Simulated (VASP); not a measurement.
Write the native input for VASP 6.6.1 that does the following.

```
Task                   : relaxation of cell and atoms
Functional             : LDA
Potentials or basis    : VASP PAW LDA potentials, release 64 (Sn_d, S)
Cutoff                 : 500 eV
k mesh                 : 6 × 6 × 4
Occupations            : gaussian, width 0.01 eV
Spin                   : no spin polarisation
Dipole correction      : no
Further INCAR settings : ALGO = Normal; EDIFF = 1e-07; IBRION = 2; EDIFFG = -0.01; NSW = 80; ISIF = 3
```

The structure of SnS2 lies in POSCAR:

```
SnS2
1.0
    3.6390000000      0.0000000000      0.0000000000
   -1.8195000000      3.1514660000      0.0000000000
    0.0000000000      0.0000000000      5.8680000000
Sn S
1 2
Direct
    0.0000000000      0.0000000000      0.0000000000
    0.3333333333      0.6666666667      0.2500000000
    0.6666666667      0.3333333333      0.7500000000
```

These files were run (other wordings do the same):

INCAR

```
SYSTEM = SnS2
ALGO = Normal
EDIFF = 1E-7
EDIFFG = -0.01
ENCUT = 500
GGA_COMPAT = .False.
IBRION = 2
ISIF = 3
ISMEAR = 0
LASPH = .True.
LCHARG = .False.
LREAL = .False.
LWAVE = .False.
NELM = 120
NELMIN = 4
NSW = 80
PREC = Accurate
SIGMA = 0.01
```

KPOINTS

```
k-points
0
Gamma
  6 6 4
  0 0 0
```

Potentials or basis: VASP PAW LDA potentials, release 64 (Sn_d, S).

The run is started by

```sh
$ cat potpaw_LDA.64/Sn_d/POTCAR potpaw_LDA.64/S/POTCAR > POTCAR
$ mpirun -np 1 vasp_std > vasp.out
```

Results of the run:

| Property | Result |
| --- | --- |
| Relaxed volume | 21.65 Å³/atom |
| Relaxed cell | a = 3.632 Å, b = 3.632 Å, c = 5.684 Å, α = 90.00°, β = 90.00°, γ = 120.00° |
| Space group after relaxing (to 0.1 Å) | P-3m1 (No. 164) |
| Energy gained by relaxing | 2.0 meV/atom |
| Ionic steps | 13 |
| Pressure after relaxing | 0.0 GPa |
| Largest force after relaxing | 0.006 eV/Å |
| Band gap on the k mesh | 1.15 eV (least direct gap 1.61 eV) |

Caveat: spin-orbit coupling is left out, which moves the levels of the heavy elements.

Wall time 5.3 min on 1 thread of Intel Xeon 8259CL (shared host), peak memory 0.18 GiB.
